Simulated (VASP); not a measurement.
A run of VASP 6.6.1 is set up as follows.

The input INCAR:

```
ALGO     = Normal         # electronic algorithm
EDIFF    = 1E-6           # SCF threshold, eV
ENCUT    = 500            # plane-wave cutoff, eV
GGA      = PE             # functional
GGA_COMPAT= False        
ISIF     = 2              # what is computed and relaxed
ISMEAR   = 0              # smearing method
LASPH    = True           # aspherical terms in the spheres
LCHARG   = False          # write CHGCAR
LMAXMIX  = 6              # l up to which the mixer works
LREAL    = False          # projectors in reciprocal space
LWAVE    = False          # write WAVECAR
NBANDS   = 28             # bands
NELM     = 200            # most SCF steps
PREC     = Accurate       # precision mode
SIGMA    = 0.1            # smearing width, eV
```

File KPOINTS:

```
k-points
0
Gamma
  6 6 4
```

Contents of POSCAR:

```
Tb2Y2H
1.0
    4.1842100100      0.0000000000      0.0000000000
   -2.0921050100      3.6236321600      0.0000000000
    0.0000000000      0.0000000000      7.3749218000
Tb Y H
2 2 1
Direct
    0.3333333300      0.6666666700      0.0000000000
    0.6666666700      0.3333333300      0.0000000000
    0.0000000000      0.0000000000      0.7219461300
    0.0000000000      0.0000000000      0.2780538700
    0.0000000000      0.0000000000      0.0000000000
```

Potentials or basis: VASP PAW PBE potentials, release 64 (Tb_3, Y_sv, H), 4f in core.

Launch:

```bash
$ cat potpaw_PBE.64/Tb_3/POTCAR potpaw_PBE.64/Y_sv/POTCAR potpaw_PBE.64/H/POTCAR > POTCAR
$ mpirun -np 1 vasp_std > vasp.out
```

Q: What does it give for the largest force?

A: 1.673 eV/Å.

Q: What does it give for the pressure?

A: 24.0 GPa.

Q: What does it give for the band gap on the k mesh?

A: Zero (an odd number of electrons rules out a gap without spin polarisation).

Forces on the atoms (eV/Å):
```
Tb   0.000  0.000  0.000
Tb   0.000  0.000  0.000
Y    0.000  0.000 -1.673
Y    0.000  0.000  1.673
H    0.000  0.000  0.000
```

Caveat: the cell stands under pressure; spin-orbit coupling is left out, which moves the levels of the heavy elements; the 4f electrons are frozen in the core, so they carry no moment and show no levels; forces of over 1 eV/Å act on the atoms, so gaps and moduli don't describe the material at rest. Spin polarisation is off, so any magnetic state and its effect on volume and gap are missing.
